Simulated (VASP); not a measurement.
# Sr (Fm-3m) in VASP: notebook, part 2 of 2

VASP 6.6.1. Earlier steps stand in the parts before.

### Step 3. Relaxation of cell and atoms, PBE

This run uses another cell than the first one, of 56.32 Å³/atom.

Input file INCAR:

```
PREC = Accurate
ENCUT = 600
EDIFF = 1E-6
ISMEAR = -1
SIGMA = 0.02
LREAL = F
LASPH = T
NELM = 80
ALGO = Normal
ISIF = 3
LWAVE = F
LCHARG = F
GGA = PE
IBRION = 2
NSW = 60
EDIFFG = -0.01
```

Input file KPOINTS:

```
Automatic mesh
0
Gamma
  6 6 6
```

Input file POSCAR:

```
Sr
1.0
    0.0000000000      3.0423500000      3.0423500000
    3.0423500000      0.0000000000      3.0423500000
    3.0423500000      3.0423500000      0.0000000000
Sr
1
Direct
    0.0000000000      0.0000000000      0.0000000000
```

Potentials or basis: VASP PAW PBE potentials, release 64 (Sr_sv).

Run with:

```
$ cat potpaw_PBE.64/Sr_sv/POTCAR > POTCAR
$ mpirun -np 1 vasp_std > vasp.out
```

OUTCAR:

```text
PREC = Accurate
   ENCUT = 600
   EDIFF = 1E-6
   ISMEAR = -1
   LREAL = F
   LASPH = T
   NELM = 80
   ISIF = 3
   GGA = PE
   IBRION = 2
   NSW = 60
   EDIFFG = -0.01

 ion  position               nearest neighbor table
   1  0.000  0.000  0.000-

  LATTYP: Found a face centered cubic cell.
 ALAT       =     6.0847000000

  Lattice vectors:

 A1 = (   0.0000000000,   3.0423500000,   3.0423500000)
 A2 = (   3.0423500000,   0.0000000000,   3.0423500000)
 A3 = (   3.0423500000,   3.0423500000,   0.0000000000)

Analysis of symmetry for initial positions (statically):
=====================================================================
 Subroutine PRICEL returns:
 Original cell was already a primitive cell.

 Routine SETGRP: Setting up the symmetry group for a
 face centered cubic supercell.

 Subroutine GETGRP returns: Found 48 space group operations
 (whereof 48 operations were pure point group operations)
 out of a pool of 48 trial point group operations.

The static configuration has the point symmetry O_h .

Analysis of symmetry for dynamics (positions and initial velocities):
=====================================================================
 Subroutine PRICEL returns:
 Original cell was already a primitive cell.

 Routine SETGRP: Setting up the symmetry group for a
 face centered cubic supercell.

 Subroutine GETGRP returns: Found 48 space group operations
 (whereof 48 operations were pure point group operations)
 out of a pool of 48 trial point group operations.

The dynamic configuration has the point symmetry O_h .

 Subroutine INISYM returns: Found 48 space group operations
 (whereof 48 operations are pure point group operations),
 and found     1 'primitive' translations

----------------------------------------------------------------------------------------

                                     Primitive cell

  volume of cell :      56.3193

  direct lattice vectors                    reciprocal lattice vectors
     0.000000000  3.042350000  3.042350000    -0.164346640  0.164346640  0.164346640
     3.042350000  0.000000000  3.042350000     0.164346640 -0.164346640  0.164346640
     3.042350000  3.042350000  0.000000000     0.164346640  0.164346640 -0.164346640

  length of vectors
     4.302532631  4.302532631  4.302532631     0.284656730  0.284656730  0.284656730

  position of ions in fractional coordinates (direct lattice)
     0.000000000  0.000000000  0.000000000

  ion indices of the primitive-cell ions
   primitive index   ion index
                 1           1

----------------------------------------------------------------------------------------

 KPOINTS: Automatic mesh

Automatic generation of k-mesh.
 Grid dimensions read from file:
 generate k-points for:    6    6    6

 Generating k-lattice:

  Cartesian coordinates                     Fractional coordinates (reciprocal lattice)
    -0.027391107  0.027391107  0.027391107     0.166666667  0.000000000  0.000000000
     0.027391107 -0.027391107  0.027391107     0.000000000  0.166666667  0.000000000
     0.027391107  0.027391107 -0.027391107     0.000000000  0.000000000  0.166666667

  Length of vectors
     0.047442788  0.047442788  0.047442788

  Shift w.r.t. Gamma in fractional coordinates (k-lattice)
     0.000000000  0.000000000  0.000000000

 Subroutine IBZKPT returns following result:
 ===========================================

 Found     16 irreducible k-points:

 Following reciprocal coordinates:
            Coordinates               Weight
  0.000000  0.000000  0.000000      1.000000
  0.166667  0.000000  0.000000      8.000000
  0.333333  0.000000  0.000000      8.000000
  0.500000  0.000000  0.000000      4.000000
  0.166667  0.166667  0.000000      6.000000
  0.333333  0.166667  0.000000     24.000000
[... 8 lines left out ...]
 -0.333333  0.333333  0.166667     24.000000
 -0.333333  0.500000  0.166667     12.000000
   k-points           NKPTS =     16   k-points in BZ     NKDIM =     16   number of bands    NBANDS=      9
   number of dos      NEDOS =    301   number of ions     NIONS =      1
   total plane-waves  NPLWV =  46656
   dimension x,y,z NGX =    36 NGY =   36 NGZ =   36
   dimension x,y,z NGXF=    72 NGYF=   72 NGZF=   72
   ions per type =               1
   NGX,Y,Z   is equivalent  to a cutoff of  13.91, 13.91, 13.91 a.u.
   NGXF,Y,Z  is equivalent  to a cutoff of  27.82, 27.82, 27.82 a.u.
 SYSTEM =  unknown system
   PREC   = accura    normal or accurate (medium, high low for compatibility)
   ISTART =      0    job   : 0-new  1-cont  2-samecut
   ICHARG =      2    charge: 1-file 2-atom 10-const
   ISPIN  =      1    spin polarized calculation?
   LNONCOLLINEAR =      F non collinear calculations
   LSORBIT =      F    spin-orbit coupling
   LASPH  =      T    aspherical Exc in radial PAW
   ENCUT  =  600.0 eV  44.10 Ry    6.64 a.u.   8.59  8.59  8.59*2*pi/ulx,y,z
   NELM   =     80;   NELMIN=  2; NELMDL= -5     # of ELM steps
   EDIFF  = 0.1E-05   stopping-criterion for ELM
   LREAL  =      F    real-space projection
   EDIFFG = -.1E-01   stopping-criterion for IOM
   NSW    =     60    number of steps for IOM
   IBRION =      2    ionic relax: 0-MD 1-quasi-New 2-CG
   NFREE  =      1    steps in history (QN), initial steepest desc. (CG)
   ISIF   =      3    stress and relaxation
   ISYM   =      2    0-nonsym 1-usesym 2-fastsym
   POTIM  = 0.5000    time-step for ionic-motion
   TEBEG  =    0.0;   TEEND  =   0.0 temperature during run
   PSTRESS=    0.0 pullay stress
   NELECT =      10.0000    total number of electrons
   NUPDOWN=      -1.0000    fix difference up-down
   EMIN   =  10.00;   EMAX   =-10.00  energy-range for DOS
   EFERMI =   0.00;   METHOD = LEGACY
   ISMEAR =    -1;   SIGMA  =   0.02  broadening in eV -4-tet -1-fermi 0-gaus
   EFERMI_NEDOS =   21; number of points for ismear=-14 and -15
   IALGO  =     38    algorithm
   IMIX   =      4    mixing-type and parameters
     AMIX     =   0.40;   BMIX     =  1.00
     AMIX_MAG =   1.60;   BMIX_MAG =  1.00
  volume/ion in A,a.u.               =      56.32       380.06
  Fermi-wavevector in a.u.,A,eV,Ry     =   0.920144  1.738819 11.519569  0.846664
  Thomas-Fermi vector in A             =   2.045416
   LORBIT       =      0    0 simple, 1 ext, 2 COOP (PROOUT), +10 PAW based schemes
   GGA     = PE    functional components
   LHFCALC =     F    Hartree Fock is set to
   AEXX    =    0.0000 exact exchange contribution
   IVDW    =     0    specifies the selected vdW correction
   LEPSILON=     F    determine dielectric tensor
   LRPA    =     F    only Hartree local field effects (RPA)
 conjugate gradient relaxation of ions
 non-spin polarized calculation
  energy-cutoff  :      600.00
  volume of cell :       56.32
 maximum number of plane-waves:      1895
 NGX is ok and might be reduce to    36
   NGX = 17   NGY = 17   NGZ = 17

--------------------------------------- Ionic step        1  -------------------------------------------

 number of electron      10.0000000 magnetization

 Free energy of the ion-electron system (eV)
  ---------------------------------------------------
  ext. energy  EPLUGINS =         0.00000000
  ---------------------------------------------------
  free energy    TOTEN  =        -1.61112603 eV

  energy without entropy =       -1.60548171  energy(sigma->0) =       -1.60830387

------------------------ aborting loop because EDIFF is reached ----------------------------------------

  FORCE on cell =-STRESS in cart. coord.  units (eV):
  Direction    XX          YY          ZZ          XY          YZ          ZX
  --------------------------------------------------------------------------------------
  -------------------------------------------------------------------------------------
  Total       -0.1035267     -0.1035267     -0.1035267      0.0000000      0.0000000      0.0000000
  in kB       -2.9451379     -2.9451379     -2.9451379      0.0000000      0.0000000      0.0000000
  external PRESSURE =      -2.9451379 kB  Pullay stress =       0.0000000 kB
[... 90 lines left out ...]
  energy  without entropy=       -1.6065974669  energy(sigma->0) =       -1.60948911

--------------------------------------- Ionic step        4  -------------------------------------------

 number of electron      10.0000000 magnetization

 Free energy of the ion-electron system (eV)
  ---------------------------------------------------
  ext. energy  EPLUGINS =         0.00000000
  ---------------------------------------------------
  free energy    TOTEN  =        -1.61241862 eV

  energy without entropy =       -1.60665432  energy(sigma->0) =       -1.60953647

 E-fermi :   1.5966     XC(G=0):  -7.3532

 val. band max:        1.5824022303   @ k =  -0.3333   0.3333   0.1667
 cond. band min:       1.6114941004   @ k =  -0.3333   0.3333   0.1667
 fundamental gap:      0.0290918702
 Fermi energy:         1.5965865795

 k-point     1 :       0.0000    0.0000    0.0000
  band No.  band energies     occupation
      1     -35.0093      2.00000
      2     -16.8982      2.00000
      3     -16.8982      2.00000
      4     -16.8982      2.00000
      5      -2.0576      2.00000
      6       3.9415      0.00000
      7       3.9415      0.00000
      8       3.9415      0.00000
      9       5.4132      0.00000
[... 206 lines left out ...]
  FREE ENERGIE OF THE ION-ELECTRON SYSTEM (eV)
  ---------------------------------------------------
  free  energy   TOTEN  =        -1.6124186202 eV

  energy  without entropy=       -1.6066543208  energy(sigma->0) =       -1.60953647

 reached required accuracy - stopping structural energy minimisation
```

Run time: 48 s. Hardware: 1 thread of Intel Xeon 8259CL, shared host; peak memory 0.21 GiB.

What came out:

```yaml
Free_energy: -1.6124 eV
Relaxed_volume: 54.90 Å³/atom
Relaxed_cell: a = 4.266 Å, b = 4.266 Å, c = 4.266 Å, α = 60.00°, β = 60.00°, γ = 60.00°
Space_group_after_relaxing_to_0.1_Å: Fm-3m (No. 225)
Energy_gained_by_relaxing: 1.3 meV/atom
Ionic_steps: 4
Pressure_after_relaxing: 0.0 GPa
```

The path:
```csv
step,energy change (eV),largest force (eV/Å),pressure (GPa),volume (Å³)
1,0.0000,0.0000,-0.29,56.32
2,-0.0011,0.0000,-0.12,55.48
3,-0.0013,0.0000,0.05,54.68
4,-0.0013,0.0000,0.00,54.90
```

Final structure:
```yaml
crystal:
  lattice:
    - [0.00000, 3.01658, 3.01658]
    - [3.01658, 0.00000, 3.01658]
    - [3.01658, 3.01658, 0.00000]
  atoms:
    - { symbol: Sr, position: [0.00000, 0.00000, 0.00000] }
```

Levels at points of the mesh, in eV from the Fermi level:
| k point | band 1 | band 2 | band 3 | band 4 | band 5 | band 6 | band 7 | band 8 | band 9 |
| --- | --- | --- | --- | --- | --- | --- | --- | --- | --- |
| (0.00, 0.00, 0.00) | -36.61 | -18.49 | -18.49 | -18.49 | -3.65 | 2.34 | 2.34 | 2.34 | 3.82 |
| (0.50, 0.00, 0.00) | -36.59 | -18.69 | -18.52 | -18.52 | -1.12 | 0.06 | 2.19 | 2.19 | 4.86 |
| (0.50, 0.50, 0.00) | -36.59 | -18.68 | -18.57 | -18.57 | -0.65 | 0.34 | 1.05 | 4.87 | 5.16 |
